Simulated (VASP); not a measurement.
# SiO2 (Pnnm) in VASP: a series of runs

The runs below take SiO2 through single point, with PBE.

Everything below comes from runs of VASP 6.6.1. Logs are shortened: lines on timing, memory, paths and dates and some standing lists are left out, and cuts for length are marked.

## 1. The cell of the first run

It takes space group Pnnm (No. 58, orthorhombic). Conventional cell: a = 4.137 Å, b = 4.236 Å, c = 2.690 Å, α = 90.00°, β = 90.00°, γ = 90.00°. Si (site symmetry 2/m) has 6 O at 1.76 to 1.82 Å within 2.3 Å. O (site symmetry m) has 3 Si at 1.76 to 1.82 Å and 1 O at 2.29 Å within 2.3 Å.

## 2. Single point, PBE

File INCAR:

```
PREC = Accurate ; ENCUT = 520
EDIFF = 1E-7 ; ISMEAR = 0
SIGMA = 0.05 ; LREAL = F
LASPH = T ; NELM = 100
ALGO = Normal ; ISIF = 2
LWAVE = F ; LCHARG = F
GGA = PE ; NBANDS = 25
```

File KPOINTS:

```
regular mesh
0
Gamma
  6 6 8
```

File POSCAR:

```
SiO2
1.0
    4.2358788266      0.0000000000      0.0000000000
    0.0000000000      4.1371828499      0.0000000000
    0.0000000000      0.0000000000      2.6897743046
Si O
2 4
Direct
    0.5000000000      0.5000000000      0.5000000000
    0.0000000000      0.0000000000      0.0000000000
    0.6930127927      0.6930127927      0.0000000000
    0.1930127927      0.8069872073      0.5000000000
    0.3069872073      0.3069872073      0.0000000000
    0.8069872073      0.1930127927      0.5000000000
```

Potentials or basis: VASP PAW PBE potentials, release 64 (Si, O).

On the command line:

```sh
> cat potpaw_PBE.64/Si/POTCAR potpaw_PBE.64/O/POTCAR > POTCAR
> mpirun -np 1 vasp_std > vasp.out
```

OUTCAR:

```text
PREC = Accurate
   ENCUT = 520
   EDIFF = 1E-7
   ISMEAR = 0
   LREAL = F
   LASPH = T
   NELM = 100
   ISIF = 2
   GGA = PE

 ion  position               nearest neighbor table
   1  0.500  0.500  0.500-   3 1.76   5 1.76   3 1.76   5 1.76   4 1.82   6 1.82
   2  0.000  0.000  0.000-   4 1.76   6 1.76   4 1.76   6 1.76   5 1.82   3 1.82
   3  0.693  0.693  0.000-   1 1.76   1 1.76   2 1.82
   4  0.193  0.807  0.500-   2 1.76   2 1.76   1 1.82
   5  0.307  0.307  0.000-   1 1.76   1 1.76   2 1.82
   6  0.807  0.193  0.500-   2 1.76   2 1.76   1 1.82

  LATTYP: Found a simple orthorhombic cell.
 ALAT       =     2.6897743046
 B/A-ratio  =     1.5381152399
 C/A-ratio  =     1.5748082727

  Lattice vectors:

 A1 = (   0.0000000000,   0.0000000000,  -2.6897743046)
 A2 = (   0.0000000000,   4.1371828499,   0.0000000000)
 A3 = (   4.2358788266,   0.0000000000,   0.0000000000)

Analysis of symmetry for initial positions (statically):
=====================================================================
 Subroutine PRICEL returns:
 Original cell was already a primitive cell.

 Routine SETGRP: Setting up the symmetry group for a
 simple orthorhombic supercell.

 Subroutine GETGRP returns: Found  8 space group operations
 (whereof  4 operations were pure point group operations)
 out of a pool of  8 trial point group operations.

The static configuration has the point symmetry C_2h.
 The point group associated with its full space group is D_2h.

Analysis of symmetry for dynamics (positions and initial velocities):
=====================================================================
 Subroutine PRICEL returns:
 Original cell was already a primitive cell.

 Routine SETGRP: Setting up the symmetry group for a
 simple orthorhombic supercell.

 Subroutine GETGRP returns: Found  8 space group operations
 (whereof  4 operations were pure point group operations)
 out of a pool of  8 trial point group operations.

The dynamic configuration has the point symmetry C_2h.
 The point group associated with its full space group is D_2h.

 Subroutine INISYM returns: Found  8 space group operations
 (whereof  4 operations are pure point group operations),
 and found     1 'primitive' translations

----------------------------------------------------------------------------------------

                                     Primitive cell

  volume of cell :      47.1372

  direct lattice vectors                    reciprocal lattice vectors
     4.235878827  0.000000000  0.000000000     0.236078519  0.000000000  0.000000000
     0.000000000  4.137182850  0.000000000     0.000000000  0.241710371  0.000000000
     0.000000000  0.000000000  2.689774305     0.000000000  0.000000000  0.371778405

  length of vectors
     4.235878827  4.137182850  2.689774305     0.236078519  0.241710371  0.371778405

  position of ions in fractional coordinates (direct lattice)
     0.500000000  0.500000000  0.500000000
     0.000000000  0.000000000  0.000000000
     0.693012793  0.693012793  0.000000000
     0.193012793  0.806987207  0.500000000
     0.306987207  0.306987207  0.000000000
     0.806987207  0.193012793  0.500000000

  ion indices of the primitive-cell ions
   primitive index   ion index
                 1           1
                 2           2
                 3           3
                 4           4
                 5           5
                 6           6

----------------------------------------------------------------------------------------

 KPOINTS: regular mesh

Automatic generation of k-mesh.
 Grid dimensions read from file:
 generate k-points for:    6    6    8

 Generating k-lattice:

  Cartesian coordinates                     Fractional coordinates (reciprocal lattice)
     0.039346420  0.000000000  0.000000000     0.166666667  0.000000000  0.000000000
     0.000000000  0.040285062  0.000000000     0.000000000  0.166666667  0.000000000
     0.000000000  0.000000000  0.046472301     0.000000000  0.000000000  0.125000000

  Length of vectors
     0.039346420  0.040285062  0.046472301

  Shift w.r.t. Gamma in fractional coordinates (k-lattice)
     0.000000000  0.000000000  0.000000000

 Subroutine IBZKPT returns following result:
 ===========================================

 Found     80 irreducible k-points:

 Following reciprocal coordinates:
            Coordinates               Weight
  0.000000  0.000000  0.000000      1.000000
  0.166667  0.000000  0.000000      2.000000
  0.333333  0.000000  0.000000      2.000000
  0.500000  0.000000  0.000000      1.000000
  0.000000  0.166667  0.000000      2.000000
  0.166667  0.166667  0.000000      4.000000
[... 16 lines left out ...]
  0.333333  0.166667  0.125000      8.000000
  0.500000  0.166667  0.125000      4.000000
 [... further k-points ...]
   k-points           NKPTS =     80   k-points in BZ     NKDIM =     80   number of bands    NBANDS=     25
   number of dos      NEDOS =    301   number of ions     NIONS =      6
   total plane-waves  NPLWV =  20480
   dimension x,y,z NGX =    32 NGY =   32 NGZ =   20
   dimension x,y,z NGXF=    64 NGYF=   64 NGZF=   40
   ions per type =               2   4
   NGX,Y,Z   is equivalent  to a cutoff of  12.56, 12.86, 12.36 a.u.
   NGXF,Y,Z  is equivalent  to a cutoff of  25.12, 25.72, 24.72 a.u.
 SYSTEM =  unknown system
   PREC   = accura    normal or accurate (medium, high low for compatibility)
   ISTART =      0    job   : 0-new  1-cont  2-samecut
   ICHARG =      2    charge: 1-file 2-atom 10-const
   ISPIN  =      1    spin polarized calculation?
   LNONCOLLINEAR =      F non collinear calculations
   LSORBIT =      F    spin-orbit coupling
   LASPH  =      T    aspherical Exc in radial PAW
   ENCUT  =  520.0 eV  38.22 Ry    6.18 a.u.   7.88  7.69  5.00*2*pi/ulx,y,z
   NELM   =    100;   NELMIN=  2; NELMDL= -5     # of ELM steps
   EDIFF  = 0.1E-06   stopping-criterion for ELM
   LREAL  =      F    real-space projection
   EDIFFG = 0.1E-05   stopping-criterion for IOM
   NSW    =      0    number of steps for IOM
   IBRION =     -1    ionic relax: 0-MD 1-quasi-New 2-CG
   NFREE  =      0    steps in history (QN), initial steepest desc. (CG)
   ISIF   =      2    stress and relaxation
   ISYM   =      2    0-nonsym 1-usesym 2-fastsym
   POTIM  = 0.5000    time-step for ionic-motion
   TEBEG  =    0.0;   TEEND  =   0.0 temperature during run
   PSTRESS=    0.0 pullay stress
   NELECT =      32.0000    total number of electrons
   NUPDOWN=      -1.0000    fix difference up-down
   EMIN   =  10.00;   EMAX   =-10.00  energy-range for DOS
   EFERMI =   0.00;   METHOD = LEGACY
   ISMEAR =     0;   SIGMA  =   0.05  broadening in eV -4-tet -1-fermi 0-gaus
   EFERMI_NEDOS =   21; number of points for ismear=-14 and -15
   IALGO  =     38    algorithm
   IMIX   =      4    mixing-type and parameters
     AMIX     =   0.40;   BMIX     =  1.00
     AMIX_MAG =   1.60;   BMIX_MAG =  1.00
  volume/ion in A,a.u.               =       7.86        53.02
  Fermi-wavevector in a.u.,A,eV,Ry     =   1.438810  2.718957 28.166432  2.070174
  Thomas-Fermi vector in A             =   2.557735
   LORBIT       =      0    0 simple, 1 ext, 2 COOP (PROOUT), +10 PAW based schemes
   GGA     = PE    functional components
   LHFCALC =     F    Hartree Fock is set to
   AEXX    =    0.0000 exact exchange contribution
   IVDW    =     0    specifies the selected vdW correction
   LEPSILON=     F    determine dielectric tensor
   LRPA    =     F    only Hartree local field effects (RPA)
 non-spin polarized calculation
 Gauss-broadening in eV      SIGMA  =   0.05
  energy-cutoff  :      520.00
  volume of cell :       47.14
 maximum number of plane-waves:      1296
 NGX is ok and might be reduce to    32
   NGX = 15   NGY = 15   NGZ = 11

 number of electron      31.9999979 magnetization

 Free energy of the ion-electron system (eV)
  ---------------------------------------------------
  ext. energy  EPLUGINS =         0.00000000
  ---------------------------------------------------
  free energy    TOTEN  =       -46.27312628 eV

  energy without entropy =      -46.27312628  energy(sigma->0) =      -46.27312628

 E-fermi :   8.2952     XC(G=0): -12.2087

 val. band max:        8.0745879542   @ k =   0.0000   0.0000   0.0000
 cond. band min:      13.4641227792   @ k =   0.0000   0.0000   0.0000
 fundamental gap:      5.3895348250
 Fermi energy:         8.2951678512

 k-point     1 :       0.0000    0.0000    0.0000
  band No.  band energies     occupation
      1     -14.3770      2.00000
      2     -10.8663      2.00000
      3     -10.6734      2.00000
      4     -10.5865      2.00000
      5      -2.6705      2.00000
      6       1.7218      2.00000
[... 17 lines left out ...]
     24      22.2483      0.00000
     25      23.6322      0.00000

 k-point     2 :       0.1667    0.0000    0.0000
  band No.  band energies     occupation
      1     -14.2365      2.00000
      2     -11.5016      2.00000
      3     -10.6080      2.00000
      4     -10.2339      2.00000
      5      -2.4727      2.00000
      6       0.9880      2.00000
[... 17 lines left out ...]
     24      21.7240      0.00000
     25      23.4076      0.00000

 k-point     3 :       0.3333    0.0000    0.0000
  band No.  band energies     occupation
      1     -13.8258      2.00000
      2     -12.3654      2.00000
      3     -10.4346      2.00000
      4     -10.1075      2.00000
      5      -1.9293      2.00000
      6      -0.1167      2.00000
[... 552 lines left out ...]
 k-point    23 :       0.3333    0.1667    0.1250
  band No.  band energies     occupation
      1     -13.5076      2.00000
      2     -12.1804      2.00000
      3     -10.6189      2.00000
      4     -10.1425      2.00000
      5      -1.5392      2.00000
      6       0.0609      2.00000
[... 17 lines left out ...]
     24      21.4478      0.00000
     25      22.4446      0.00000

 k-point    24 :       0.5000    0.1667    0.1250
  band No.  band energies     occupation
      1     -12.9061      2.00000
      2     -12.9061      2.00000
      3     -10.3637      2.00000
      4     -10.3637      2.00000
      5      -0.7538      2.00000
      6      -0.7538      2.00000
[... 17 lines left out ...]
     24      20.8593      0.00000
     25      22.6123      0.00000

 [... further k-points ...]

------------------------ aborting loop because EDIFF is reached ----------------------------------------

  FORCE on cell =-STRESS in cart. coord.  units (eV):
  Direction    XX          YY          ZZ          XY          YZ          ZX
  --------------------------------------------------------------------------------------
  -------------------------------------------------------------------------------------
  Total        1.2183270      3.5098312      1.5424607     -0.0000000      0.0000000      0.0000000
  in kB       41.4104883    119.2978823     52.4276762     -0.0000000      0.0000000      0.0000000
  external PRESSURE =      71.0453489 kB  Pullay stress =       0.0000000 kB

 VOLUME and BASIS-vectors are now :
 -----------------------------------------------------------------------------
  energy-cutoff  :      520.00
  volume of cell :       47.14
      direct lattice vectors                 reciprocal lattice vectors
     4.235878827  0.000000000  0.000000000     0.236078519  0.000000000  0.000000000
     0.000000000  4.137182850  0.000000000     0.000000000  0.241710371  0.000000000
     0.000000000  0.000000000  2.689774305     0.000000000  0.000000000  0.371778405

 POSITION                                       TOTAL-FORCE (eV/Angst)
 -----------------------------------------------------------------------------------
      2.11794      2.06859      1.34489         0.000000      0.000000      0.000000
      0.00000      0.00000      0.00000         0.000000      0.000000      0.000000
      2.93552      2.86712      0.00000         0.123786      0.233106     -0.000000
      0.81758      3.33865      1.34489         0.123786     -0.233106      0.000000
      1.30036      1.27006      0.00000        -0.123786     -0.233106      0.000000
      3.41830      0.79853      1.34489        -0.123786      0.233106     -0.000000
 -----------------------------------------------------------------------------------
    total drift:                                0.000000     -0.000000     -0.000000

  FREE ENERGIE OF THE ION-ELECTRON SYSTEM (eV)
  ---------------------------------------------------
  free  energy   TOTEN  =       -46.2731262824 eV

  energy  without entropy=      -46.2731262824  energy(sigma->0) =      -46.27312628
```

Wall time 86 s (1 thread of Intel Xeon 8259CL, shared host); peak memory 0.2 GiB.

What came out:

```
Free energy            : -46.2731 eV
Pressure               : 7.1 GPa
Largest force          : 0.264 eV/Å
Band gap on the k mesh : 5.39 eV
```

Forces on the atoms (eV/Å):
```
Si   0.000  0.000  0.000
Si   0.000  0.000  0.000
O    0.124  0.233  0.000
O    0.124 -0.233  0.000
O   -0.124 -0.233  0.000
O   -0.124  0.233  0.000
```

Stress tensor (GPa, compression positive):
```
 4.14  0.00  0.00
 0.00 11.93  0.00
 0.00  0.00  5.24
```

Levels at points of the mesh, in eV from the valence-band top:
```csv
k point,band 13,band 14,band 15,band 16,band 17,band 18,band 19,band 20
"(0.00, 0.00, 0.00)",-2.58,-0.96,-0.75,0.00,5.39,6.53,8.20,8.47
"(0.50, 0.00, 0.00)",-2.68,-2.68,-0.99,-0.99,7.52,7.52,8.94,8.94
"(0.00, 0.50, 0.00)",-2.74,-2.74,-1.12,-1.12,7.52,7.52,8.88,8.88
"(0.50, 0.50, 0.00)",-2.61,-2.61,-2.21,-2.21,7.19,7.19,9.87,9.87
"(0.00, 0.00, 0.50)",-3.01,-3.01,-2.64,-2.64,8.96,8.96,12.54,12.54
"(0.50, 0.00, 0.50)",-2.27,-2.27,-1.80,-1.80,8.62,8.62,9.74,9.74
"(0.00, 0.50, 0.50)",-2.20,-2.20,-1.64,-1.64,8.80,8.80,9.83,9.83
"(0.50, 0.50, 0.50)",-1.75,-1.75,-1.51,-1.51,7.13,7.13,10.84,10.84
```

Caveat: the stress differs along the axes, from 4 to 12 GPa. A k mesh can miss the band edges.

## 3. Single point, PBE (atoms displaced along a vibrational mode, the cell strained)

File INCAR:

```
SYSTEM = SiO2
ALGO     = Normal         ! electronic algorithm
EDIFF    = 1E-7           ! SCF threshold, eV
ENCUT    = 520            ! plane-wave cutoff, eV
GGA      = PE             ! functional
ISIF     = 2              ! what is computed and relaxed
ISMEAR   = 0              ! smearing method
LASPH    = .True.         ! aspherical terms in the spheres
LCHARG   = .False.        ! write CHGCAR
LREAL    = .False.        ! projectors in reciprocal space
LWAVE    = .False.        ! write WAVECAR
NBANDS   = 25             ! bands
NELM     = 80             ! most SCF steps
PREC     = Accurate       ! precision mode
SIGMA    = 0.05           ! smearing width, eV
```

File KPOINTS:

```
k-points
0
Gamma
  6 6 8
  0 0 0
```

File POSCAR:

```
SiO2
1.0
    4.2358788266      0.0000000000      0.0000000000
    0.0000000000      4.1371828499      0.0000000000
    0.0000000000      0.0000000000      2.6897743046
Si O
2 4
Direct
    0.5000000000      0.5000000000      0.5000000000
    0.0000000000      0.0000000000      0.0000000000
    0.6743831010      0.7116424844      0.0000000000
    0.1743831010      0.7883575156      0.5000000000
    0.3256168990      0.2883575156      0.0000000000
    0.8256168990      0.2116424844      0.5000000000
```

Potentials or basis: VASP PAW PBE potentials, release 64 (Si, O).

On the command line:

```sh
> cat potpaw_PBE.64/Si/POTCAR potpaw_PBE.64/O/POTCAR > POTCAR
> mpirun -np 1 vasp_std > vasp.out
```

It took 1.8 min on 1 thread of Intel Xeon 8259CL, shared host; peak memory 0.2 GiB.

It converged, with:

| Quantity | Value |
| --- | --- |
| Free energy | -46.2356 eV |
| Pressure | 6.1 GPa |
| Largest force | 0.362 eV/Å |
| Band gap on the k mesh | 5.51 eV |

Forces in eV/Å, atoms in the order of the input:
```
Si   0.000  0.000  0.000
Si   0.000  0.000  0.000
O    0.362 -0.006  0.000
O    0.362  0.006  0.000
O   -0.362  0.006  0.000
O   -0.362 -0.006  0.000
```

Stress tensor (GPa, compression positive):
```
7.88 0.00 0.00
0.00 6.65 0.00
0.00 0.00 3.70
```

Levels at points of the mesh, in eV from the valence-band top:
| k point | band 13 | band 14 | band 15 | band 16 | band 17 | band 18 | band 19 | band 20 |
| --- | --- | --- | --- | --- | --- | --- | --- | --- |
| (0.00, 0.00, 0.00) | -2.41 | -0.64 | -0.63 | 0.00 | 5.51 | 6.67 | 8.43 | 8.59 |
| (0.50, 0.00, 0.00) | -2.53 | -2.53 | -1.02 | -1.02 | 7.76 | 7.76 | 9.20 | 9.20 |
| (0.00, 0.50, 0.00) | -2.52 | -2.52 | -0.71 | -0.71 | 7.43 | 7.43 | 8.87 | 8.87 |
| (0.50, 0.50, 0.00) | -2.47 | -2.47 | -1.96 | -1.96 | 7.33 | 7.33 | 9.94 | 9.94 |
| (0.00, 0.00, 0.50) | -2.86 | -2.86 | -2.37 | -2.37 | 9.03 | 9.03 | 12.65 | 12.65 |
| (0.50, 0.00, 0.50) | -1.90 | -1.90 | -1.79 | -1.79 | 8.49 | 8.49 | 9.82 | 9.82 |
| (0.00, 0.50, 0.50) | -2.24 | -2.24 | -1.33 | -1.33 | 9.15 | 9.15 | 9.96 | 9.96 |
| (0.50, 0.50, 0.50) | -1.63 | -1.63 | -1.29 | -1.29 | 7.27 | 7.27 | 10.93 | 10.93 |

Caveat: the cell differs from its parent crystal (atoms displaced along a vibrational mode, the cell strained); the cell stands under pressure.

[end of part 1 of 2]
